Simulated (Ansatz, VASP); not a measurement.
# TiAl in VASP and in Ansatz

```xyz
2
Lattice="3.2364 -0.0314 -0.0024 -0.0314 3.2016 0.0097 -0.0024 0.0097 3.1790" Properties=species:S:1:pos:R:3 pbc="T T T"
Ti   -0.0931    0.0003    0.0286
Al    1.6944    1.5897    1.5646
```

Change from the starting cell: all atoms moved at random, sigma 0.15 Å a component, cell strained at random, sigma 0.01.

Alike in both runs: task single point; functional PBE; k mesh 10 × 10 × 10; occupations gaussian, width 0.15 eV; no spin polarisation.

|  | VASP | Ansatz |
| --- | --- | --- |
| version | VASP 6.6.1 | Ansatz 0.2.0 |
| potentials or method | VASP PAW PBE potentials, release 64 (Ti_sv, Al), cutoff 520 eV | scalar-relativistic, plane waves, PAW |
| valence electrons in the cell | 15 | 15 |

|  | VASP | Ansatz | Ansatz less VASP |
| --- | --- | --- | --- |
| gap on the k mesh at the Fermi level (eV) | none | none | - |
| pressure (GPa) | -0.5 | -0.4 | +0.05 |
| traceless stress, the component that is largest in VASP (GPa) | 1.33 | 1.33 | +0.001 |
| rms of the force components (eV/Å) | 0.669 | 0.668 | -0.0008 |

Atom by atom the forces differ by 0.001 eV/Å (rms over components). A gap of «none» marks a metal or a gap that the smearing closes.
